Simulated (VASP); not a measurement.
# H3CCl in VASP: notebook

H3CCl is run at these levels: LDA; tasks: single point, relaxation of the atoms.

Everything below comes from runs of VASP 6.6.1. Logs are shortened: lines on timing, memory, paths and dates and some standing lists are left out, and cuts for length are marked.

### 1 The cell of the first run

The cell holds a disordered packing, 40 atoms: a = 8.717 Å, b = 8.717 Å, c = 8.717 Å, α = 90.00°, β = 90.00°, γ = 90.00°.

### 2 Single point, LDA

The input, INCAR:

```
PREC = Accurate ; ENCUT = 520
EDIFF = 1E-6 ; ISMEAR = -1
SIGMA = 0.02 ; LREAL = Auto
LASPH = True ; NELM = 100
ALGO = Normal ; ISIF = 2
LWAVE = False ; LCHARG = True
GGA = CA ; LELF = True
LVHAR = True ; NBANDS = 82
```

The input, KPOINTS:

```
regular mesh
0
Gamma
  1 1 1
```

The input, POSCAR:

```
H3CCl
1.0
    8.7171280000      0.0000000000      0.0000000000
    0.0000000000      8.7171280000      0.0000000000
    0.0000000000      0.0000000000      8.7171280000
C Cl H
8 8 24
Direct
    0.0487316465      0.4560676406      0.0619584799
    0.3334699227      0.7684067505      0.7199733674
    0.6896422767      1.0261866064      0.5194371357
    0.4208037326      0.2977700913      1.0239611028
    0.8334969958      0.5713005476      0.7223021160
    0.5464070276      0.4994534897      0.3045842622
    0.2688385441      0.2838549577      0.5712546609
    0.0764127818      0.9074892556      0.2055952373
    0.0813570708      0.4160085753      0.2531911887
    0.2394596018      0.5799960721      0.7099815444
    0.7775611417      1.0935482420      0.6840211593
    0.3217344061      0.1246855616      0.9932973337
    0.6627412148      0.6769775550      0.7526217350
    0.7157173785      0.4116722847      0.2409394470
    0.3137501250      0.1198674609      0.4699254158
    0.2318538858      0.7801881537      0.1803919823
   -0.0512783568      0.3808708556      0.0396805003
    0.0082825444      0.5771625701      0.0636677585
    0.1457819594      0.4382062533     -0.0182973108
    0.4226850862      0.7737181329      0.6445012623
    0.2531911887      0.8693918456      0.6985098762
    0.3787485970      0.7765286916      0.8414239185
    0.5715988110      0.9856572027      0.5599321244
    0.6897225784      1.1161015417      0.4380571216
    0.7495932146      0.9270255066      0.4780244135
    0.3429455206      0.4006250683      1.0507589197
    0.5180031772      0.2770407868      1.1097118225
    0.4669083671      0.3327930942      0.9105636627
    0.8030511884      0.4493452431      0.6950683757
    0.8815403422      0.6317103523      0.6166480520
    0.9100244943      0.5834949309      0.8232527961
    0.5604712928      0.6317447673      0.3206675410
    0.4434832206      0.4479571712      0.2420407272
    0.5235784079      0.4630768299      0.4210102226
    0.2886042284      0.2712017077      0.7015498683
    0.3483142613      0.3736666480      0.5277770385
    0.1424207606      0.3161018170      0.5576607341
   -0.0208325494      0.8542033569      0.1384974501
    0.0415159672      0.8869320262      0.3221932728
    0.0944806592      1.0248444212      0.1795316072
```

Potentials or basis: VASP PAW LDA potentials, release 64 (C, Cl, H).

Run with:

```console
cat potpaw_LDA.64/C/POTCAR potpaw_LDA.64/Cl/POTCAR potpaw_LDA.64/H/POTCAR > POTCAR
mpirun -np 1 vasp_gam > vasp.out
```

OUTCAR:

```text
PREC = Accurate
   ENCUT = 520
   EDIFF = 1E-6
   ISMEAR = -1
   LREAL = Auto
   LASPH = True
   NELM = 100
   ISIF = 2
   GGA = CA

 ion  position               nearest neighbor table
   1  0.049  0.456  0.062-  17 1.11  19 1.11  18 1.11   9 1.73
   2  0.333  0.768  0.720-  20 1.02  22 1.13  21 1.14  10 1.84
   3  0.690  0.026  0.519-  24 1.06  25 1.07  23 1.14  11 1.73
   4  0.421  0.298  0.024-  28 1.11  27 1.14  26 1.15  12 1.76
   5  0.833  0.571  0.722-  31 1.11  29 1.12  30 1.14  13 1.77
   6  0.546  0.499  0.305-  34 1.08  33 1.14  32 1.17  14 1.75
   7  0.269  0.284  0.571-  36 1.11  37 1.14  35 1.15  15 1.73
   8  0.076  0.907  0.206-  40 1.06  39 1.08  38 1.13  16 1.77
   9  0.081  0.416  0.253-   1 1.73
  10  0.239  0.580  0.710-   2 1.84
  11  0.778  0.094  0.684-   3 1.73
  12  0.322  0.125  0.993-   4 1.76
  13  0.663  0.677  0.753-   5 1.77
  14  0.716  0.412  0.241-   6 1.75
[... 24 lines left out ...]
  39  0.042  0.887  0.322-   8 1.08
  40  0.094  0.025  0.180-   8 1.06

  LATTYP: Found a simple cubic cell.
 ALAT       =     8.7171280000

  Lattice vectors:

 A1 = (   8.7171280000,   0.0000000000,   0.0000000000)
 A2 = (   0.0000000000,   8.7171280000,   0.0000000000)
 A3 = (   0.0000000000,   0.0000000000,   8.7171280000)

Analysis of symmetry for initial positions (statically):
=====================================================================
 Subroutine PRICEL returns:
 Original cell was already a primitive cell.

 Routine SETGRP: Setting up the symmetry group for a
 simple cubic supercell.

 Subroutine GETGRP returns: Found  1 space group operations
 (whereof  1 operations were pure point group operations)
 out of a pool of 48 trial point group operations.

The static configuration has the point symmetry C_1 .

Analysis of symmetry for dynamics (positions and initial velocities):
=====================================================================
 Subroutine PRICEL returns:
 Original cell was already a primitive cell.

 Routine SETGRP: Setting up the symmetry group for a
 simple cubic supercell.

 Subroutine GETGRP returns: Found  1 space group operations
 (whereof  1 operations were pure point group operations)
 out of a pool of 48 trial point group operations.

[... 152 lines left out ...]
   EDIFF  = 0.1E-05   stopping-criterion for ELM
   LREAL  =      T    real-space projection
   EDIFFG = 0.1E-04   stopping-criterion for IOM
   NSW    =      0    number of steps for IOM
   IBRION =     -1    ionic relax: 0-MD 1-quasi-New 2-CG
   NFREE  =      0    steps in history (QN), initial steepest desc. (CG)
   ISIF   =      2    stress and relaxation
   ISYM   =      2    0-nonsym 1-usesym 2-fastsym
   POTIM  = 0.5000    time-step for ionic-motion
   TEBEG  =    0.0;   TEEND  =   0.0 temperature during run
   PSTRESS=    0.0 pullay stress
   NELECT =     112.0000    total number of electrons
   NUPDOWN=      -1.0000    fix difference up-down
   EMIN   =  10.00;   EMAX   =-10.00  energy-range for DOS
   EFERMI =   0.00;   METHOD = LEGACY
   ISMEAR =    -1;   SIGMA  =   0.02  broadening in eV -4-tet -1-fermi 0-gaus
   EFERMI_NEDOS =   21; number of points for ismear=-14 and -15
   IALGO  =     38    algorithm
   IMIX   =      4    mixing-type and parameters
     AMIX     =   0.40;   BMIX     =  1.00
     AMIX_MAG =   1.60;   BMIX_MAG =  1.00
  volume/ion in A,a.u.               =      16.56       111.75
  Fermi-wavevector in a.u.,A,eV,Ry     =   0.905262  1.710696 11.149954  0.819499
  Thomas-Fermi vector in A             =   2.028808
   LORBIT       =      0    0 simple, 1 ext, 2 COOP (PROOUT), +10 PAW based schemes
   GGA     = CA    functional components
   LHFCALC =     F    Hartree Fock is set to
   AEXX    =    0.0000 exact exchange contribution
   IVDW    =     0    specifies the selected vdW correction
   LEPSILON=     F    determine dielectric tensor
   LRPA    =     F    only Hartree local field effects (RPA)
 non-spin polarized calculation
  energy-cutoff  :      520.00
  volume of cell :      662.40
 maximum number of plane-waves:      8923
 NGX is ok and might be reduce to    70
   NGX = 33   NGY = 33   NGZ = 33

 number of electron     112.0000000 magnetization

 Free energy of the ion-electron system (eV)
  ---------------------------------------------------
  ext. energy  EPLUGINS =         0.00000000
  ---------------------------------------------------
  free energy    TOTEN  =      -187.84324951 eV

  energy without entropy =     -187.84324951  energy(sigma->0) =     -187.84324951

 E-fermi :  -2.6110     XC(G=0):  -6.6434

 val. band max:       -3.1424415389   @ k =   0.0000   0.0000   0.0000
 cond. band min:       1.8324182098   @ k =   0.0000   0.0000   0.0000
 fundamental gap:      4.9748597487
 Fermi energy:        -2.6110386032

 k-point     1 :       0.0000    0.0000    0.0000
  band No.  band energies     occupation
      1     -18.2785      2.00000
      2     -18.0724      2.00000
      3     -18.0499      2.00000
      4     -17.9905      2.00000
      5     -17.9062      2.00000
      6     -17.8686      2.00000
[... 60 lines left out ...]
     67       3.8478      0.00000
     68       3.9047      0.00000
 [bands above 68 left out]

------------------------ aborting loop because EDIFF is reached ----------------------------------------

  FORCE on cell =-STRESS in cart. coord.  units (eV):
  Direction    XX          YY          ZZ          XY          YZ          ZX
  --------------------------------------------------------------------------------------
  -------------------------------------------------------------------------------------
  Total       -2.6625520     -6.8765257      0.8359189     -2.1858149      0.7180833     -1.1174793
  in kB       -6.4400378    -16.6325709      2.0218757     -5.2869316      1.7368613     -2.7028990
  external PRESSURE =      -7.0169110 kB  Pullay stress =       0.0000000 kB

 VOLUME and BASIS-vectors are now :
 -----------------------------------------------------------------------------
  energy-cutoff  :      520.00
  volume of cell :      662.40
      direct lattice vectors                 reciprocal lattice vectors
     8.717128000  0.000000000  0.000000000     0.114716682  0.000000000  0.000000000
     0.000000000  8.717128000  0.000000000     0.000000000  0.114716682  0.000000000
     0.000000000  0.000000000  8.717128000     0.000000000  0.000000000  0.114716682

 POSITION                                       TOTAL-FORCE (eV/Angst)
 -----------------------------------------------------------------------------------
      0.42480      3.97560      0.54010        -1.371929      0.365085     -0.228382
      2.90690      6.69830      6.27610        -2.968068      0.306765      3.058009
      6.01170      0.22827      4.52800        -1.661684     -1.236297      1.527880
      3.66820      2.59570      0.20887         0.320279      0.892954     -0.207144
      7.26570      4.98010      6.29640         0.077348      0.515381     -1.211515
      4.76310      4.35380      2.65510        -0.805009      1.001725      0.348438
[... 32 lines left out ...]
      0.36190      7.73150      2.80860        -0.120203      0.410594      0.921819
      0.82360      0.21657      1.56500         0.634274      1.217567     -0.386090
 -----------------------------------------------------------------------------------
    total drift:                               -0.019761      0.031235     -0.000267

  FREE ENERGIE OF THE ION-ELECTRON SYSTEM (eV)
  ---------------------------------------------------
  free  energy   TOTEN  =      -187.8432495105 eV

  energy  without entropy=     -187.8432495105  energy(sigma->0) =     -187.84324951
```

stdout:

```text
POSCAR found type information on POSCAR C ClH
 POSCAR found :  3 types and      40 ions
 scaLAPACK will be used
 LDA part: xc-table for (Slater(with rela. corr.)+CA(PZ))
 , standard interpolation
 POSCAR, INCAR and KPOINTS ok, starting setup
 FFT: planning ... GRIDC
 FFT: planning ... GRID_SOFT
 FFT: planning ... GRID
 WAVECAR not read
 entering main loop
```

Run time: 1.9 min. Hardware: 1 thread of Intel Xeon Platinum 8259CL at 2.50GHz (Skylake/Cascade Lake), shared host; peak memory 0.49 GiB.

Results:

- Free energy: -187.8432 eV
- Pressure: -0.7 GPa
- Largest force: 4.273 eV/Å
- Band gap on the k mesh: 4.97 eV

Forces on the atoms (eV/Å):
```
C   -1.372  0.365 -0.228
C   -2.968  0.307  3.058
C   -1.662 -1.236  1.528
C    0.320  0.893 -0.207
C    0.077  0.515 -1.212
C   -0.805  1.002  0.348
C   -0.531  0.882  1.299
C   -1.437 -2.683 -0.314
Cl   1.085 -0.383  1.035
Cl   0.509  1.552  0.060
Cl   0.664  0.396  0.810
Cl  -0.246  0.195  0.102
Cl  -0.033 -0.291  0.295
Cl   0.064  0.169  0.144
Cl  -0.117 -0.847 -0.309
Cl   0.379  0.406 -0.236
H    0.274  0.247 -0.733
H    0.267 -0.278 -0.484
H   -0.149 -0.016  0.343
H    2.200 -0.161 -2.151
H    0.330 -1.170  0.136
H   -0.377  0.027 -0.863
H    0.902  0.609 -0.869
H   -0.370  0.975 -1.098
H    0.586 -0.685 -0.357
H    0.522 -1.349  0.274
H   -1.013  0.327 -0.847
H    0.348 -0.226  0.247
H    0.247  0.537  0.222
H    0.107 -0.901  1.006
H   -0.162 -0.104 -0.357
H   -0.387 -1.694 -0.970
H    0.847  1.168  0.122
H    0.235 -0.395  0.835
H   -0.034 -0.177 -1.281
H   -0.618 -0.087  0.236
H    1.210 -0.212 -0.172
H    0.592  0.696  0.050
H   -0.120  0.411  0.922
H    0.634  1.218 -0.386
```

Caveat: the k points lie up to 0.72 Å⁻¹ apart; the atoms stand as in a frame of molecular dynamics.

### 3 Relaxation of the atoms, LDA

The input, INCAR:

```
SYSTEM = H3CCl
PREC = Accurate
ENCUT = 520
EDIFF = 1E-6
ISMEAR = -1
SIGMA = 0.02
LREAL = Auto
LASPH = .True.
NELM = 80
ALGO = Normal
ISIF = 2
LWAVE = .False.
LCHARG = .False.
GGA = CA
IBRION = 2
NSW = 35
EDIFFG = -0.3
```

The input, KPOINTS:

```
Automatic mesh
0
Gamma
  1 1 1
  0 0 0
```

The input, POSCAR:

```
H3CCl
1.0
    8.7171280000      0.0000000000      0.0000000000
    0.0000000000      8.7171280000      0.0000000000
    0.0000000000      0.0000000000      8.7171280000
C Cl H
8 8 24
Direct
    0.0275355000      0.5236963000     -0.0082555000
    0.2410807000      0.8287899000      0.7929998000
    0.7266986000      0.9732216000      0.5418985000
    0.3561507000      0.3095601000      0.9575361000
    0.6397208000      0.4323216000      0.6208267000
    0.5568943000      0.5463665000      0.2216726000
    0.3175615000      0.2076139000      0.5643141000
    0.0762544000      0.8910325000      0.1515925000
    0.0440778000      0.5634438000      0.1910378000
    0.3494468000      0.6572621000      0.8131580000
    0.7038784000      0.9723251000      0.7445059000
    0.4105349000      0.1579109000      1.0825010000
    0.6960311000      0.6262698000      0.6488376000
    0.6885912000      0.3995589000      0.2733911000
    0.3430727000      0.0205631000      0.4872911000
    0.2700936000      0.8282240000      0.1588595000
   -0.0849565000      0.5607106000     -0.0477167000
    0.1168495000      0.5858031000     -0.0694720000
    0.0408602000      0.4008997000     -0.0262871000
    0.3176706000      0.9266669000      0.8046519000
    0.1873812000      0.8297421000      0.6803181000
    0.1536418000      0.8321311000      0.8820221000
    0.7167527000      1.0905834000      0.5005586000
    0.8393092000      0.9273738000      0.5136404000
    0.6376266000      0.9022415000      0.4908132000
    0.2686086000      0.3787264000      1.0135192000
    0.4564978000      0.3795401000      0.9327381000
    0.3109517000      0.2607437000      0.8519155000
    0.5278417000      0.4302362000      0.5655057000
    0.7242148000      0.3756811000      0.5484782000
    0.6335647000      0.3755223000      0.7318115000
    0.6111393000      0.6219240000      0.1384245000
    0.4552366000      0.4938270000      0.1718029000
    0.5258619000      0.6107946000      0.3239845000
    0.2492612000      0.1995309000      0.6684843000
    0.4295212000      0.2563067000      0.5903087000
    0.2587064000      0.2784208000      0.4800280000
    0.0719464000      1.0027224000      0.0960182000
    0.0092997000      0.8082703000      0.0864067000
    0.0320567000      0.8995166000      0.2680239000
```

Potentials or basis: VASP PAW LDA potentials, release 64 (C, Cl, H).

Run with:

```console
cat potpaw_LDA.64/C/POTCAR potpaw_LDA.64/Cl/POTCAR potpaw_LDA.64/H/POTCAR > POTCAR
mpirun -np 1 vasp_gam > vasp.out
```

It took 20 min on 1 thread of Intel Xeon Platinum 8259CL at 2.50GHz (Skylake/Cascade Lake), shared host; peak memory 0.53 GiB.

It converged, with:

```
Free energy                  : -189.0732 eV
Energy gained by relaxing    : 16.0 meV/atom
Ionic steps                  : 23
Pressure after relaxing      : -0.2 GPa
Largest force after relaxing : 0.234 eV/Å
Band gap on the k mesh       : 4.68 eV
```

Forces on the atoms (eV/Å):
```
C    0.046  0.078  0.030
C    0.023 -0.069 -0.009
C   -0.019  0.019  0.086
C    0.016 -0.011  0.023
C    0.039  0.013  0.024
C    0.006 -0.057  0.044
C   -0.010 -0.042 -0.026
C   -0.031 -0.074  0.000
Cl   0.164 -0.111  0.104
Cl   0.060 -0.087 -0.024
Cl  -0.063  0.089  0.035
Cl  -0.118 -0.052 -0.018
Cl   0.078  0.098  0.051
Cl   0.039 -0.073 -0.074
Cl  -0.010 -0.030 -0.081
Cl   0.030 -0.161 -0.023
H    0.021  0.019  0.049
H   -0.077  0.037 -0.217
H   -0.004  0.013  0.031
H   -0.073 -0.022  0.006
H    0.024  0.086  0.075
H    0.008  0.089 -0.082
H    0.008 -0.080 -0.076
H   -0.064  0.029 -0.046
H    0.058  0.049 -0.046
H    0.021  0.043  0.003
H    0.028 -0.003  0.014
H    0.025  0.060 -0.040
H    0.068 -0.029  0.043
H   -0.085 -0.013 -0.003
H   -0.028 -0.057 -0.079
H   -0.091  0.007  0.056
H   -0.079  0.082  0.087
H   -0.080  0.089 -0.049
H   -0.017  0.041  0.000
H   -0.010 -0.034  0.031
H    0.008  0.045  0.032
H    0.097 -0.057  0.040
H   -0.076  0.087  0.073
H    0.067 -0.011 -0.046
```

Stress tensor (GPa, compression positive):
```
-0.25  0.05 -0.12
 0.05 -0.23  0.07
-0.12  0.07 -0.18
```

Step by step:
| step | energy change (eV) | largest force (eV/Å) | pressure (GPa) |
| --- | --- | --- | --- |
| 1 | 0.0000 | 1.1018 | 0.73 |
| 2 | -0.0142 | 1.1887 | -0.03 |
| 3 | -0.1055 | 0.8777 | 0.30 |
| 4 | -0.1811 | 0.6040 | 0.22 |
| 5 | -0.2162 | 0.9209 | 0.12 |
| 6 | -0.2500 | 0.5153 | 0.11 |
| 7 | -0.2735 | 0.4310 | 0.09 |
| 8 | -0.2882 | 0.4230 | 0.10 |
| 9 | -0.3269 | 0.3942 | 0.13 |
| 10 | -0.3804 | 0.5139 | 0.20 |
| 11 | -0.3976 | 0.9804 | 0.31 |
| 12 | -0.4048 | 0.7696 | 0.27 |
| 13 | -0.4176 | 0.6844 | 0.25 |
| 14 | -0.4490 | 0.5123 | 0.20 |
| 15 | -0.4811 | 0.3997 | 0.07 |
| 16 | -0.4830 | 0.5720 | 0.04 |
| 17 | -0.5035 | 0.4172 | -0.04 |
| 18 | -0.5320 | 0.4075 | -0.27 |
| 19 | -0.5484 | 0.3210 | -0.28 |
| 20 | -0.5711 | 0.4597 | -0.31 |
| 21 | -0.5889 | 0.3954 | -0.29 |
| 22 | -0.6166 | 0.4752 | -0.24 |
| 23 | -0.6388 | 0.2335 | -0.22 |

Final structure:
```
C Cl H
1.0
     8.71713    0.00000    0.00000
     0.00000    8.71713    0.00000
     0.00000    0.00000    8.71713
C Cl H
8 8 24
Direct
  0.01642 0.50842 0.99689
  0.24234 0.82892 0.78851
  0.72584 0.97955 0.53892
  0.36117 0.31660 0.96196
  0.64700 0.43404 0.63209
  0.55181 0.54688 0.21734
  0.31078 0.19994 0.55435
  0.08666 0.90389 0.15673
  0.04134 0.48679 0.19606
  0.35245 0.65958 0.80050
  0.69522 0.99819 0.73853
  0.39892 0.16167 0.08540
  0.72339 0.61832 0.66659
  0.68461 0.39576 0.23301
  0.33018 0.02367 0.45814
  0.27048 0.82209 0.17013
  0.90452 0.56158 0.97224
  0.11288 0.58004 0.95747
  0.02193 0.39540 0.94114
  0.31999 0.92685 0.80778
  0.19113 0.83387 0.67331
  0.15444 0.82355 0.87894
  0.71710 0.09446 0.48719
  0.84040 0.92975 0.52100
  0.63606 0.90342 0.49369
  0.27788 0.39300 0.01791
  0.46806 0.37958 0.93839
  0.31310 0.27189 0.85436
  0.53664 0.44790 0.57195
  0.72834 0.36987 0.55992
  0.63054 0.37671 0.74342
  0.59656 0.63106 0.13452
  0.44197 0.50004 0.17632
  0.53899 0.59883 0.33163
  0.23463 0.18351 0.65356
  0.42440 0.23899 0.59279
  0.26061 0.28301 0.47372
  0.09578 0.01836 0.10383
  0.01633 0.82664 0.08555
  0.03662 0.91346 0.27236
```

Levels at points of the mesh, in eV from the valence-band top:
```tsv
k point	band 54	band 55	band 56	band 57	band 58	band 59
(0.00, 0.00, 0.00)	-0.44	-0.43	0.00	4.68	5.19	5.26
```

Caveat: the k points lie up to 0.72 Å⁻¹ apart; the relaxation stopped at a loose force limit of 0.3 eV/Å, so its end isn't a converged minimum.
